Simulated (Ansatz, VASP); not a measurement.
One calculation of CdF2, two programs

File INCAR:

```
SYSTEM = CdF2
  PREC = Accurate
  ENCUT = 520
  EDIFF = 1E-7
  ISMEAR = 0
  SIGMA = 0.05
  LREAL = .False.
  LASPH = .True.
  NELM = 60
  ALGO = Normal
  ISIF = 2
  LWAVE = .False.
  LCHARG = .True.
  GGA = PE
  LELF = .True.
  LVHAR = .True.
  NBANDS = 20
```

Contents of KPOINTS:

```
regular mesh
0
Gamma
  8 8 8
  0 0 0
```

Contents of POSCAR:

```
CdF2
1.0
    0.0000000000      2.6535900000      2.6940000000
    2.6535900000      0.0000000000      2.6940000000
    2.6535900000      2.6535900000      0.0000000000
Cd F
1 2
Direct
    0.0000000000      0.0000000000      0.0000000000
    0.2500000000      0.2500000000      0.2500000000
    0.7500000000      0.7500000000      0.7500000000
```

Input for Ansatz:

```yaml
crystal:
  lattice:
    - [0.0, 2.65359, 2.694]
    - [2.65359, 0.0, 2.694]
    - [2.65359, 2.65359, 0.0]
  atoms:
    - { symbol: Cd, position: [0.0, 0.0, 0.0] }
    - { symbol: F, position: [0.25, 0.25, 0.25] }
    - { symbol: F, position: [0.75, 0.75, 0.75] }
basis:
  ecutwfc: 420
kpoints:
  mp_grid: { grid: [8, 8, 8] }
hamiltonian:
  xc: pbe
scf:
  occupations: { method: gaussian, width: 0.05 }
output:
  forces: true
  stress: true
  eigenvalues: true
```

Change from the starting cell: strain -0.015 along x and y, +0.000 along z, atoms carried along.

Alike in both runs: task single point; functional PBE; k mesh 8 × 8 × 8; occupations gaussian, width 0.05 eV; no spin polarisation.

|  | VASP | Ansatz |
| --- | --- | --- |
| version | VASP 6.6.1 | Ansatz 0.2.0 |
| potentials or method | VASP PAW PBE potentials, release 64 (Cd, F), cutoff 520 eV | scalar-relativistic, plane waves, PAW |
| valence electrons in the cell | 26 | 34 |

Ansatz gave:

* gap on the k mesh at the Fermi level (eV): 3.20
* least direct gap on the mesh (eV): 3.64
* pressure (GPa): 9.3
* traceless stress, the component that is largest in VASP (GPa): -1.12

Question: What did VASP give for the same quantities?

Answer: gap on the k mesh at the Fermi level (eV): 3.16; least direct gap on the mesh (eV): 3.60; pressure (GPa): 10.2; traceless stress, the component that is largest in VASP (GPa): -1.10.

VASP's potentials hold 26 valence electrons a cell and Ansatz's 34, so a difference there can come from the potentials and not from the codes.
